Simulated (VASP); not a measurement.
Set up this calculation in VASP 6.6.1, as the native input.

```yaml
Task: single point
Functional: HSE06
Potentials_or_basis: VASP PAW PBE potentials, release 64 (K_sv, Br)
Cutoff: 520 eV
k_mesh: 4 × 4 × 4
Occupations: gaussian, width 0.01 eV
Spin: no spin polarisation
Dipole_correction: no
Grid_for_exact_exchange_PRECFOCK: Normal
Further_INCAR_settings: ALGO = Normal; EDIFF = 1e-06; NBANDS = 15
Share_of_exact_exchange: 0.25
Screening_parameter: 0.2079 1/Å
```

KBr:

```
K Br
1.0
     0.00000    3.73330    3.59981
     3.73330    0.00000    3.59981
     3.73330    3.73330    0.00000
K Br
1 1
Cartesian
  0.0000 0.0000 0.0000
  1.8666 1.8666 1.7999
```

This cell differs from its parent crystal: epitaxial xy strain +1.2%.

The input as run:

POSCAR

```
KBr
1.0
    0.0000000000      3.7332965328      3.5998073333
    3.7332965328      0.0000000000      3.5998073333
    3.7332965328      3.7332965328      0.0000000000
K Br
1 1
Direct
    0.0000000000      0.0000000000      0.0000000000
    0.2500000000      0.2500000000      0.2500000000
```

INCAR.step1

```
SYSTEM = KBr
ALGO = Normal ; EDIFF = 1E-5
ENCUT = 520 ; GGA = PE
ISIF = 2 ; ISMEAR = 0
LASPH = .True. ; LCHARG = .False.
LREAL = .False. ; LWAVE = .True.
NBANDS = 15 ; NELM = 80
PREC = Accurate ; SIGMA = 0.01
```

INCAR.step2

```
SYSTEM = KBr
ALGO = Normal ; EDIFF = 1E-6
ENCUT = 520 ; GGA = PE
HFSCREEN = 0.2079 ; ISIF = 2
ISMEAR = 0 ; ISTART = 1
LASPH = .True. ; LCHARG = .False.
LHFCALC = .True. ; LREAL = .False.
LWAVE = .False. ; NBANDS = 15
NELM = 80 ; PREC = Accurate
PRECFOCK = Normal ; SIGMA = 0.01
```

KPOINTS

```
k-points
0
Gamma
  4 4 4
  0 0 0
```

Potentials or basis: VASP PAW PBE potentials, release 64 (K_sv, Br).

The run is started by

```console
$ cat potpaw_PBE.64/K_sv/POTCAR potpaw_PBE.64/Br/POTCAR > POTCAR
$ cp INCAR.step1 INCAR
$ mpirun -np 1 vasp_std > vasp.out
$ cp INCAR.step2 INCAR
$ mpirun -np 1 vasp_std > vasp.out
```

It gave:

* Pressure: 0.2 GPa
* Band gap on the k mesh: 5.37 eV (least direct gap 5.39 eV)

Caveat: the cell differs from its parent crystal (epitaxial xy strain +1.2%); the structure was generated, so it needn't be the stable form of KBr; the PAW data sets were made with another functional, which shifts forces and pressure a little.

It took 25 min on 1 thread of Intel Xeon 8259CL (shared host), peak memory 0.36 GiB.
